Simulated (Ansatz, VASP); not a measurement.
**Ir: VASP beside Ansatz**

Contents of INCAR:

```
SYSTEM = Ir
PREC     = Accurate       ! precision mode
ENCUT    = 520            ! plane-wave cutoff, eV
EDIFF    = 1E-6           ! SCF threshold, eV
ISMEAR   = -1             ! smearing method
SIGMA    = 0.08           ! smearing width, eV
LREAL    = .FALSE.        ! projectors in reciprocal space
LASPH    = .TRUE.         ! aspherical terms in the spheres
NELM     = 80             ! most SCF steps
ALGO     = Normal         ! electronic algorithm
ISIF     = 2              ! what is computed and relaxed
LWAVE    = .FALSE.        ! write WAVECAR
LCHARG   = .TRUE.         ! write CHGCAR
LELF     = .TRUE.         ! ELF
LVHAR    = .TRUE.       
NBANDS   = 10             ! bands
```

KPOINTS

```
regular mesh
0
G
  20 20 20
  0 0 0
```

POSCAR

```
Ir
1.0
   -1.4086968972      1.4086968972      1.4086968972
    1.4086968972     -1.4086968972      1.4086968972
    1.4086968972      1.4086968972     -1.4086968972
Ir
1
Direct
    0.0000000000      0.0000000000      0.0000000000
```

Input for Ansatz:

```yaml
crystal:
  lattice:
    - [-1.4086968972, 1.4086968972, 1.4086968972]
    - [1.4086968972, -1.4086968972, 1.4086968972]
    - [1.4086968972, 1.4086968972, -1.4086968972]
  atoms:
    - { symbol: Ir, position: [0.0, 0.0, 0.0] }
kpoints:
  mp_grid: { grid: [20, 20, 20] }
scf:
  occupations: { method: fermi_dirac, width: 0.08 }
hamiltonian:
  xc: lda
  pseudopotentials: { kind: paw }
output:
  forces: true
  stress: true
  eigenvalues: true
  populations: true
```

Change from the starting cell: volume scaled by 0.78, PAW files.

Alike in both runs: task single point; functional LDA; k mesh 20 × 20 × 20; occupations fermi-dirac, width 0.08 eV; no spin polarisation.

```csv
,VASP,Ansatz
version,VASP 6.6.1,Ansatz 0.2.0
potentials or method,"VASP PAW LDA potentials, release 64 (Ir)","PAW with Ansatz's default frozen-core files, scalar-relativistic"
plane-wave cutoff (eV),520,420
valence electrons in the cell,9,17
```

Ansatz gave:

- pressure (GPa): 163.2

Estimate VASP's values.

pressure (GPa): 170.4.

LDA's correlation is that of Perdew and Zunger in VASP and of Perdew and Wang (1992) in Ansatz. Both programs put the cell under a high pressure, so it lies far from rest at this level. VASP's potentials hold 9 valence electrons a cell and Ansatz's 17, so a difference there can come from the potentials and not from the codes.

Neither program's run includes spin-orbit coupling. Noted on VASP's run: the cell as given lies far from equilibrium.
